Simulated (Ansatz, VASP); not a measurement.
## LaBPd3: VASP beside Ansatz

File INCAR:

```
SYSTEM = LaBPd3
PREC = Accurate ; ENCUT = 520
EDIFF = 1E-6 ; ISMEAR = -1
SIGMA = 0.1 ; LREAL = .False.
LASPH = .True. ; NELM = 60
ALGO = Normal ; ISIF = 2
LWAVE = .False. ; LCHARG = .False.
NBANDS = 30
```

The input KPOINTS:

```
Automatic mesh
0
Gamma
  6 6 6
  0 0 0
```

File POSCAR:

```
LaBPd3
1.0
    4.2006165945      0.0000000000      0.0000000000
    0.0000000000      4.2006165945      0.0000000000
    0.0000000000      0.0000000000      4.2006165945
La B Pd
1 1 3
Direct
    0.0000000000      0.0000000000      0.0000000000
    0.5000000000      0.5000000000      0.5000000000
    0.0000000000      0.5000000000      0.5000000000
    0.5000000000      0.0000000000      0.5000000000
    0.5000000000      0.5000000000      0.0000000000
```

Input for Ansatz:

```yaml
crystal:
  lattice:
    - [4.200616594455927, 0.0, 0.0]
    - [0.0, 4.200616594455927, 0.0]
    - [0.0, 0.0, 4.200616594455927]
  atoms:
    - { symbol: La, position: [0.0, 0.0, 0.0] }
    - { symbol: B, position: [0.5, 0.5, 0.5] }
    - { symbol: Pd, position: [0.0, 0.5, 0.5] }
    - { symbol: Pd, position: [0.5, 0.0, 0.5] }
    - { symbol: Pd, position: [0.5, 0.5, 0.0] }
basis:
  ecutwfc: 510.0
kpoints:
  mp_grid:
    grid: [6, 6, 6]
hamiltonian:
  xc: lda
scf:
  convergence:
    dr2_threshold: 1.0e-09
  occupations:
    method: fermi_dirac
    width: 0.1
output:
  stress: true
```

Alike in both runs: task single point; functional LDA; k mesh 6 × 6 × 6; occupations fermi-dirac, width 0.1 eV; no spin polarisation.

```csv
,VASP,Ansatz
version,VASP 6.6.1,Ansatz 0.2.0
potentials or method,"VASP PAW LDA potentials, release 64 (La, B, Pd), cutoff 520 eV","plane waves, PAW"
valence electrons in the cell,44,68
```

|  | VASP | Ansatz | Ansatz less VASP |
| --- | --- | --- | --- |
| pressure (GPa) | 14.9 | 14.4 | -0.44 |

LDA's correlation is that of Perdew and Zunger in VASP and of Perdew and Wang (1992) in Ansatz. VASP's potentials hold 44 valence electrons a cell and Ansatz's 68, so a difference there can come from the potentials and not from the codes. Ansatz's warnings: stress scf threshold loose.

Spin-orbit coupling is off throughout.
